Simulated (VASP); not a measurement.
Input of a VASP 6.6.1 run:

The input INCAR:

```
PREC = Accurate ; ENCUT = 520
EDIFF = 1E-6 ; ISMEAR = -1
SIGMA = 0.05 ; LREAL = False
LASPH = True ; NELM = 80
ALGO = Normal ; ISIF = 2
LWAVE = False ; LCHARG = False
GGA = PE ; NBANDS = 11
```

Contents of KPOINTS:

```
regular mesh
0
Gamma
  12 12 12
```

POSCAR

```
Pd
1.0
   -1.5686900302      1.5686900302      1.5686900302
    1.5686900302     -1.5686900302      1.5686900302
    1.5686900302      1.5686900302     -1.5686900302
Pd
1
Direct
    0.0000000000      0.0000000000      0.0000000000
```

Potentials or basis: VASP PAW PBE potentials, release 64 (Pd).

Launch:

```console
$ cat potpaw_PBE.64/Pd/POTCAR > POTCAR
$ mpirun -np 1 vasp_std > vasp.out
```

**Question.** Predict the pressure.

**Answer.** -0.3 GPa.

**Question.** Predict the band gap on the k mesh.

**Answer.** Zero (band 5 reaches 9.59 eV, above the bottom of band 6 at 8.02 eV).
